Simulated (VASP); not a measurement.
Write the native input for VASP 6.6.1 that does the following.

* Task: relaxation of cell and atoms
* Functional: PBEsol
* Potentials or basis: VASP PAW PBE potentials, release 64 (In_d, As)
* Cutoff: 600 eV
* k mesh: 6 × 6 × 6
* Occupations: fermi-dirac, width 0.05 eV
* Spin: no spin polarisation
* Target pressure: 5 GPa
* Dipole correction: no
* Further INCAR settings: ALGO = Normal; EDIFF = 1e-06; IBRION = 2; EDIFFG = -0.01; NSW = 80; ISIF = 3

The structure of In3As lies in POSCAR:

```
In3As
1.0
    4.6716810000      0.0000000000      0.0000000000
    0.0000000000      4.6716810000      0.0000000000
    0.0000000000      0.0000000000      4.6716810000
In As
3 1
Direct
    0.5000000000      0.5000000000      0.0000000000
    0.5000000000      0.0000000000      0.5000000000
    0.0000000000      0.5000000000      0.5000000000
    0.0000000000      0.0000000000      0.0000000000
```

One way to write it, as run:

INCAR

```
PREC = Accurate ; ENCUT = 600
EDIFF = 1E-6 ; ISMEAR = -1
SIGMA = 0.05 ; LREAL = False
LASPH = True ; NELM = 100
ALGO = Normal ; ISIF = 3
LWAVE = False ; LCHARG = False
GGA = PS ; IBRION = 2
NSW = 80 ; EDIFFG = -0.01
PSTRESS = 50.0
```

KPOINTS

```
Automatic mesh
0
Gamma
  6 6 6
```

Potentials or basis: VASP PAW PBE potentials, release 64 (In_d, As).

Run with:

```bash
$ cat potpaw_PBE.64/In_d/POTCAR potpaw_PBE.64/As/POTCAR > POTCAR
$ mpirun -np 1 vasp_std > vasp.out
```

It gave:

The relaxed volume is 22.22 Å³/atom and the relaxed cell is a = 4.463 Å, b = 4.463 Å, c = 4.463 Å, α = 90.00°, β = 90.00°, γ = 90.00°. The space group after relaxing (to 0.1 Å) is Pm-3m (No. 221), the energy change on relaxing (the run minimises the enthalpy) is +17.7 meV/atom and the ionic steps are 3. The pressure after relaxing is 5.0 GPa and the band gap on the k mesh is zero (bands 22 and 23 overlap by 4.76 eV).

Caveat: the cell is relaxed towards a set pressure, so the run minimises the enthalpy, not the energy; the PAW data sets were made with another functional, which shifts forces and pressure a little; spin-orbit coupling is left out, which moves the levels of the heavy elements.

Wall time 75 s on 1 thread of AMD EPYC 9R45 96-Core Processor (Zen 5), with other jobs on the host, peak memory 0.25 GiB.
